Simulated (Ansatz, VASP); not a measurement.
# CdSn2O3 in VASP and in Ansatz

```
Cd Sn O
1.0
     3.25934   -3.79997    0.00000
     3.25934    3.79997    0.00000
     0.00000    0.00000    4.30486
Cd Sn O
1 2 3
Direct
  0.00000 0.00000 0.50000
  0.00000 0.50000 0.00000
  0.50000 0.00000 0.00000
  0.21049 0.21049 0.00000
  0.78951 0.78951 0.00000
  0.50000 0.50000 0.50000
```

Alike in both runs: task relaxation of cell and atoms; functional PBE; k mesh 4 × 4 × 4; occupations gaussian, width 0.1 eV; no spin polarisation.

|  | VASP | Ansatz |
| --- | --- | --- |
| version | VASP 6.6.1 | Ansatz 0.2.0 |
| potentials or method | VASP PAW PBE potentials, release 64 (Cd, Sn_d, O), cutoff 600 eV | scalar-relativistic, plane waves, PAW |
| valence electrons in the cell | 58 | 66 |

VASP gave:

- gap on the k mesh at the Fermi level, each at its own relaxed structure (eV): none
- relaxed volume (Å³/atom): 19.87
- relaxed cell length with the largest relative difference (Å): 5.990

Q: Which values does Ansatz return?

A: gap on the k mesh at the Fermi level, each at its own relaxed structure (eV): none; relaxed volume (Å³/atom): 20.86; relaxed cell length with the largest relative difference (Å): 6.351.

A gap of «none» marks a metal or a gap that the smearing closes. One of these differences is far larger than is usual between the two programs; its cause wasn't traced. VASP's potentials hold 58 valence electrons a cell and Ansatz's 66, so a difference there can come from the potentials and not from the codes.

The k mesh is coarse, so the values compare programs but aren't converged.
